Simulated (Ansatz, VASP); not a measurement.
Two plane-wave programs on LiCl

Contents of INCAR:

```
SYSTEM = LiCl
ALGO = Normal
EDIFF = 1E-6
ENCUT = 520
GGA = PE
ISIF = 2
ISMEAR = 0
LASPH = .True.
LCHARG = .True.
LELF = .True.
LREAL = .False.
LVHAR = .True.
LWAVE = .False.
NBANDS = 12
NELM = 60
PREC = Accurate
SIGMA = 0.05
```

The input KPOINTS:

```
k-points
0
Gamma
  8 8 8
  0 0 0
```

Contents of POSCAR:

```
LiCl
1.0
    0.0000000000      2.3595792000      2.7699408000
    2.3595792000      0.0000000000      2.7699408000
    2.3595792000      2.3595792000      0.0000000000
Li Cl
1 1
Direct
    0.0000000000      0.0000000000      0.0000000000
    0.5000000000      0.5000000000      0.5000000000
```

Input for Ansatz:

```yaml
crystal:
  lattice:
    - [0.0, 2.3595792, 2.7699408]
    - [2.3595792, 0.0, 2.7699408]
    - [2.3595792, 2.3595792, 0.0]
  atoms:
    - { symbol: Li, position: [0.0, 0.0, 0.0] }
    - { symbol: Cl, position: [0.5, 0.5, 0.5] }
basis:
  ecutwfc: 420
kpoints:
  mp_grid: { grid: [8, 8, 8] }
hamiltonian:
  xc: pbe
scf:
  occupations: { method: gaussian, width: 0.05 }
output:
  forces: true
  stress: true
  eigenvalues: true
```

Change from the starting cell: strain -0.080 along x and y, +0.080 along z, atoms carried along.

Alike in both runs: task single point; functional PBE; k mesh 8 × 8 × 8; occupations gaussian, width 0.05 eV; no spin polarisation.

|  | VASP | Ansatz |
| --- | --- | --- |
| version | VASP 6.6.1 | Ansatz 0.2.0 |
| potentials or method | VASP PAW PBE potentials, release 64 (Li_sv, Cl), cutoff 520 eV | scalar-relativistic, plane waves, PAW |
| valence electrons in the cell | 10 | 10 |

Ansatz gave:

```
gap on the k mesh at the Fermi level (eV) : 6.61
least direct gap on the mesh (eV)         : 6.72
```

Q: What did VASP give for the same quantities?

A: gap on the k mesh at the Fermi level (eV): 6.63; least direct gap on the mesh (eV): 6.74.

Noted on VASP's run: the cutoff is under 1.25 times that of the potentials, so the pressure is a little rough.
